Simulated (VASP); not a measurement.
# AlNi (Cmmm) in VASP: notebook

The runs below take AlNi through single point, with r2SCAN.

Program: VASP 6.6.1. These are calculated values, not measurements. Logs are shortened: lines on timing, memory, paths and dates and some standing lists are left out, and cuts for length are marked.

**1. The cell of the first run**

The structure is orthorhombic, space group Cmmm (No. 65). Conventional cell: a = 3.877 Å, b = 3.906 Å, c = 3.099 Å, α = 90.00°, β = 90.00°, γ = 90.00°. Al (site symmetry mmm) has 8 Ni at 2.48 to 2.49 Å and 6 Al at 2.75 to 3.10 Å within 3.3 Å. Within 3.3 Å of Ni (site symmetry mmm) lie 8 Al at 2.48 to 2.49 Å and 6 Ni at 2.75 to 3.10 Å.

**2. Single point, r2SCAN**

POSCAR

```
AlNi
1.0
    1.9386940000     -1.9531901500      0.0000000000
    1.9386940000      1.9531901500      0.0000000000
    0.0000000000      0.0000000000      3.0994300413
Al Ni
1 1
Direct
    0.0000000000      0.0000000000      0.0000000000
    0.5000000000      0.5000000000      0.5000000000
```

INCAR.step1

```
  PREC = Accurate
  ENCUT = 520
  ISMEAR = -1
  SIGMA = 0.3
  LREAL = F
  LASPH = T
  NELM = 80
  NBANDS = 14
  GGA = PE
  ALGO = Normal
  EDIFF = 1E-4
  LWAVE = T
  LCHARG = F
```

INCAR.step2

```
  PREC = Accurate
  ENCUT = 520
  EDIFF = 1E-7
  ISMEAR = -1
  SIGMA = 0.3
  LREAL = F
  LASPH = T
  NELM = 80
  ALGO = Normal
  ISIF = 2
  LWAVE = F
  LCHARG = F
  METAGGA = R2SCAN
  LMIXTAU = T
  NBANDS = 14
  ISTART = 1
```

KPOINTS

```
Automatic mesh
0
Gamma
  16 16 14
```

Potentials or basis: VASP PAW PBE potentials, release 64 (Al, Ni).

Started as:

```
$ cat potpaw_PBE.64/Al/POTCAR potpaw_PBE.64/Ni/POTCAR > POTCAR
$ cp INCAR.step1 INCAR
$ mpirun -np 1 vasp_std > vasp.out
$ cp INCAR.step2 INCAR
$ mpirun -np 1 vasp_std > vasp.out
```

OUTCAR:

```text
PREC = Accurate
   ENCUT = 520
   EDIFF = 1E-7
   ISMEAR = -1
   LREAL = F
   LASPH = T
   NELM = 80
   ISIF = 2
   METAGGA = R2SCAN
   ISTART = 1

 ion  position               nearest neighbor table
   1  0.000  0.000  0.000-   2 2.48   2 2.48   2 2.48   2 2.48   2 2.49   2 2.49   2 2.49   2 2.49

   2  0.500  0.500  0.500-   1 2.48   1 2.48   1 2.48   1 2.48   1 2.49   1 2.49   1 2.49   1 2.49

  LATTYP: Found a base centered orthorhombic cell.
 ALAT       =     3.8773880000
 B/A-ratio  =     1.0074772759
 C/A-ratio  =     0.7993603017

  Lattice vectors:

 A1 = (   1.9386940000,  -1.9531901500,   0.0000000000)
 A2 = (   1.9386940000,   1.9531901500,   0.0000000000)
 A3 = (   0.0000000000,   0.0000000000,   3.0994300413)

Analysis of symmetry for initial positions (statically):
=====================================================================
 Subroutine PRICEL returns:
 Original cell was already a primitive cell.

 Routine SETGRP: Setting up the symmetry group for a
 base centered orthorhombic supercell.

 Subroutine GETGRP returns: Found  8 space group operations
 (whereof  8 operations were pure point group operations)
 out of a pool of  8 trial point group operations.

The static configuration has the point symmetry D_2h.

Analysis of symmetry for dynamics (positions and initial velocities):
=====================================================================
 Subroutine PRICEL returns:
 Original cell was already a primitive cell.

 Routine SETGRP: Setting up the symmetry group for a
 base centered orthorhombic supercell.

 Subroutine GETGRP returns: Found  8 space group operations
 (whereof  8 operations were pure point group operations)
 out of a pool of  8 trial point group operations.

The dynamic configuration has the point symmetry D_2h.

 Subroutine INISYM returns: Found  8 space group operations
 (whereof  8 operations are pure point group operations),
 and found     1 'primitive' translations

----------------------------------------------------------------------------------------

                                     Primitive cell

  volume of cell :      23.4728

  direct lattice vectors                    reciprocal lattice vectors
     1.938694000 -1.953190150  0.000000000     0.257905580 -0.255991461  0.000000000
     1.938694000  1.953190150  0.000000000     0.257905580  0.255991461  0.000000000
     0.000000000  0.000000000  3.099430041     0.000000000  0.000000000  0.322639965

  length of vectors
     2.751996764  2.751996764  3.099430041     0.363382603  0.363382603  0.322639965

  position of ions in fractional coordinates (direct lattice)
     0.000000000  0.000000000  0.000000000
     0.500000000  0.500000000  0.500000000

  ion indices of the primitive-cell ions
   primitive index   ion index
                 1           1
                 2           2

----------------------------------------------------------------------------------------

 KPOINTS: Automatic mesh

Automatic generation of k-mesh.
 Grid dimensions read from file:
 generate k-points for:   16   16   14

 Generating k-lattice:

  Cartesian coordinates                     Fractional coordinates (reciprocal lattice)
     0.016119099 -0.015999466  0.000000000     0.062500000  0.000000000  0.000000000
     0.016119099  0.015999466  0.000000000     0.000000000  0.062500000  0.000000000
     0.000000000  0.000000000  0.023045712     0.000000000  0.000000000  0.071428571

  Length of vectors
     0.022711413  0.022711413  0.023045712

  Shift w.r.t. Gamma in fractional coordinates (k-lattice)
     0.000000000  0.000000000  0.000000000

 Subroutine IBZKPT returns following result:
 ===========================================

 Found    584 irreducible k-points:

 Following reciprocal coordinates:
            Coordinates               Weight
  0.000000  0.000000  0.000000      1.000000
  0.062500  0.000000  0.000000      4.000000
  0.125000  0.000000  0.000000      4.000000
  0.187500  0.000000  0.000000      4.000000
  0.250000  0.000000  0.000000      4.000000
  0.312500 -0.000000  0.000000      4.000000
[... 16 lines left out ...]
 -0.125000  0.062500  0.000000      4.000000
 -0.062500  0.062500  0.000000      2.000000
 [... further k-points ...]
   k-points           NKPTS =    584   k-points in BZ     NKDIM =    584   number of bands    NBANDS=     14
   number of dos      NEDOS =    301   number of ions     NIONS =      2
   total plane-waves  NPLWV =   9600
   dimension x,y,z NGX =    20 NGY =   20 NGZ =   24
   dimension x,y,z NGXF=    40 NGYF=   40 NGZF=   48
   ions per type =               1   1
   NGX,Y,Z   is equivalent  to a cutoff of  12.08, 12.08, 12.87 a.u.
   NGXF,Y,Z  is equivalent  to a cutoff of  24.16, 24.16, 25.75 a.u.
 SYSTEM =  unknown system
   PREC   = accura    normal or accurate (medium, high low for compatibility)
   ISTART =      1    job   : 0-new  1-cont  2-samecut
   ICHARG =      0    charge: 1-file 2-atom 10-const
   ISPIN  =      1    spin polarized calculation?
   LNONCOLLINEAR =      F non collinear calculations
   LSORBIT =      F    spin-orbit coupling
   LASPH  =      T    aspherical Exc in radial PAW
   ENCUT  =  520.0 eV  38.22 Ry    6.18 a.u.   5.12  5.12  5.76*2*pi/ulx,y,z
   NELM   =     80;   NELMIN=  2; NELMDL=  0     # of ELM steps
   EDIFF  = 0.1E-06   stopping-criterion for ELM
   LREAL  =      F    real-space projection
   EDIFFG = 0.1E-05   stopping-criterion for IOM
   NSW    =      0    number of steps for IOM
   IBRION =     -1    ionic relax: 0-MD 1-quasi-New 2-CG
   NFREE  =      0    steps in history (QN), initial steepest desc. (CG)
   ISIF   =      2    stress and relaxation
   ISYM   =      2    0-nonsym 1-usesym 2-fastsym
   POTIM  = 0.5000    time-step for ionic-motion
   TEBEG  =    0.0;   TEEND  =   0.0 temperature during run
   PSTRESS=    0.0 pullay stress
   NELECT =      13.0000    total number of electrons
   NUPDOWN=      -1.0000    fix difference up-down
   EMIN   =  10.00;   EMAX   =-10.00  energy-range for DOS
   EFERMI =   0.00;   METHOD = LEGACY
   ISMEAR =    -1;   SIGMA  =   0.30  broadening in eV -4-tet -1-fermi 0-gaus
   EFERMI_NEDOS =   21; number of points for ismear=-14 and -15
   IALGO  =     38    algorithm
   IMIX   =      4    mixing-type and parameters
     AMIX     =   0.40;   BMIX     =  1.00
     AMIX_MAG =   1.60;   BMIX_MAG =  1.00
  volume/ion in A,a.u.               =      11.74        79.20
  Fermi-wavevector in a.u.,A,eV,Ry     =   1.344417  2.540580 24.591955  1.807458
  Thomas-Fermi vector in A             =   2.472413
   LORBIT       =      0    0 simple, 1 ext, 2 COOP (PROOUT), +10 PAW based schemes
   METAGGA = R2SCAN    functional components
   LHFCALC =     F    Hartree Fock is set to
   AEXX    =    0.0000 exact exchange contribution
   IVDW    =     0    specifies the selected vdW correction
   LEPSILON=     F    determine dielectric tensor
   LRPA    =     F    only Hartree local field effects (RPA)
 non-spin polarized calculation
  energy-cutoff  :      520.00
  volume of cell :       23.47
 maximum number of plane-waves:       646
   NGX = 11   NGY = 11   NGZ = 11

 number of electron      13.0000021 magnetization

 Free energy of the ion-electron system (eV)
  ---------------------------------------------------
  ext. energy  EPLUGINS =         0.00000000
  ---------------------------------------------------
  free energy    TOTEN  =       -20.14461591 eV

  energy without entropy =      -19.90684830  energy(sigma->0) =      -20.02573211

 E-fermi :  10.2109     XC(G=0): -13.1145

 val. band max:       10.2047472319   @ k =   0.2500   0.0625   0.2857
 cond. band min:      10.2111166299   @ k =  -0.3750   0.1875   0.0000
 fundamental gap:      0.0063693979
 Fermi energy:        10.2109268552

 k-point     1 :       0.0000    0.0000    0.0000
  band No.  band energies     occupation
      1      -1.7327      2.00000
      2       6.5303      1.99999
      3       6.7259      1.99998
      4       8.3673      1.99572
      5       8.3865      1.99544
      6       8.6268      1.98987
      7      13.2885      0.00007
      8      17.5327      0.00000
      9      17.6760      0.00000
     10      17.7207      0.00000
     11      19.1125      0.00000
     12      26.0386      0.00000
     13      31.6204      0.00000
     14      31.6346      0.00000

 k-point     2 :       0.0625    0.0000    0.0000
  band No.  band energies     occupation
      1      -1.6498      2.00000
      2       6.5524      1.99999
      3       6.7332      1.99998
      4       8.3160      1.99639
      5       8.3830      1.99549
      6       8.5951      1.99088
      7      13.4165      0.00005
      8      16.4074      0.00000
      9      17.6926      0.00000
     10      17.7982      0.00000
     11      20.0846      0.00000
     12      26.4045      0.00000
     13      30.4039      0.00000
     14      31.6450      0.00000

 k-point     3 :       0.1250    0.0000    0.0000
  band No.  band energies     occupation
      1      -1.4020      2.00000
      2       6.6087      1.99999
      3       6.7487      1.99998
      4       8.1589      1.99786
      5       8.3955      1.99530
      6       8.5068      1.99320
      7      13.7809      0.00001
      8      14.7207      0.00000
      9      17.7476      0.00000
     10      18.0914      0.00000
     11      21.2474      0.00000
     12      27.4964      0.00000
     13      28.5862      0.00000
     14      31.5771      0.00000

 k-point     4 :       0.1875    0.0000    0.0000
  band No.  band energies     occupation
      1      -0.9925      2.00000
      2       6.6313      1.99999
      3       6.7861      1.99998
      4       7.9468      1.99895
      5       8.3798      1.99554
      6       8.4155      1.99498
      7      13.0953      0.00013
      8      14.3393      0.00000
      9      17.8405      0.00000
     10      18.5616      0.00000
     11      22.1260      0.00000
     12      26.7891      0.00000
     13      29.1324      0.00000
     14      29.9273      0.00000

 k-point     5 :       0.2500    0.0000    0.0000
  band No.  band energies     occupation
      1      -0.4266      2.00000
      2       6.4731      1.99999
      3       6.8879      1.99997
      4       7.7245      1.99950
      5       8.2371      1.99723
      6       8.4394      1.99456
      7      11.6949      0.01411
      8      15.0498      0.00000
      9      17.9668      0.00000
     10      19.1883      0.00000
     11      22.8190      0.00000
[... 276 lines left out ...]
 k-point    22 :      -0.1875    0.0625    0.0000
  band No.  band energies     occupation
      1      -0.9149      2.00000
      2       6.6537      1.99999
      3       6.8046      1.99998
      4       7.9531      1.99892
      5       8.3377      1.99612
      6       8.3664      1.99574
      7      13.1565      0.00011
      8      14.4514      0.00000
      9      17.1070      0.00000
     10      18.6155      0.00000
     11      22.9002      0.00000
     12      26.8598      0.00000
     13      28.7334      0.00000
     14      29.4362      0.00000

 k-point    23 :      -0.1250    0.0625    0.0000
  band No.  band energies     occupation
      1      -1.3223      2.00000
      2       6.6287      1.99999
      3       6.7641      1.99998
      4       8.1620      1.99784
      5       8.3445      1.99604
      6       8.4682      1.99402
      7      13.8994      0.00001
      8      14.7571      0.00000
      9      16.8048      0.00000
     10      18.3548      0.00000
     11      21.9758      0.00000
     12      27.6869      0.00000
     13      28.6459      0.00000
     14      30.6362      0.00000

 k-point    24 :      -0.0625    0.0625    0.0000
  band No.  band energies     occupation
      1      -1.5683      2.00000
      2       6.5737      1.99999
      3       6.7433      1.99998
      4       8.3100      1.99646
      5       8.3366      1.99614
      6       8.5608      1.99186
      7      13.5408      0.00003
      8      16.2361      0.00000
      9      16.7492      0.00000
     10      18.1669      0.00000
     11      20.8191      0.00000
     12      26.7158      0.00000
     13      30.2752      0.00000
     14      30.6905      0.00000

 [... further k-points ...]

------------------------ aborting loop because EDIFF is reached ----------------------------------------

  FORCE on cell =-STRESS in cart. coord.  units (eV):
  Direction    XX          YY          ZZ          XY          YZ          ZX
  --------------------------------------------------------------------------------------
  -------------------------------------------------------------------------------------
  Total        0.6146634      0.3653947     -0.4830221      0.0000000      0.0000000      0.0000000
  in kB       41.9548614     24.9406174    -32.9694668      0.0000000      0.0000000      0.0000000
  external PRESSURE =      11.3086707 kB  Pullay stress =       0.0000000 kB

 VOLUME and BASIS-vectors are now :
 -----------------------------------------------------------------------------
  energy-cutoff  :      520.00
  volume of cell :       23.47
      direct lattice vectors                 reciprocal lattice vectors
     1.938694000 -1.953190150  0.000000000     0.257905580 -0.255991461  0.000000000
     1.938694000  1.953190150  0.000000000     0.257905580  0.255991461  0.000000000
     0.000000000  0.000000000  3.099430041     0.000000000  0.000000000  0.322639965

 POSITION                                       TOTAL-FORCE (eV/Angst)
 -----------------------------------------------------------------------------------
      0.00000      0.00000      0.00000        -0.000000     -0.000000      0.000000
      1.93869      0.00000      1.54972         0.000000      0.000000      0.000000
 -----------------------------------------------------------------------------------
    total drift:                                0.000000      0.000000      0.000000

  FREE ENERGIE OF THE ION-ELECTRON SYSTEM (eV)
  ---------------------------------------------------
  free  energy   TOTEN  =       -20.1446159146 eV

  energy  without entropy=      -19.9068482988  energy(sigma->0) =      -20.02573211
```

Run time: 14 min. Hardware: 1 thread of Intel Xeon 8259CL, shared host; peak memory 0.3 GiB.

What came out:

- Free energy: -20.1446 eV
- Pressure: 1.1 GPa
- Band gap on the k mesh: zero (an odd number of electrons rules out a gap without spin polarisation)

Caveat: the stress differs along the axes, from -3 to 4 GPa; so wide a smearing shifts energies and pressures; the PAW data sets were made with another functional, which shifts forces and pressure a little.

[end of part 1 of 2]
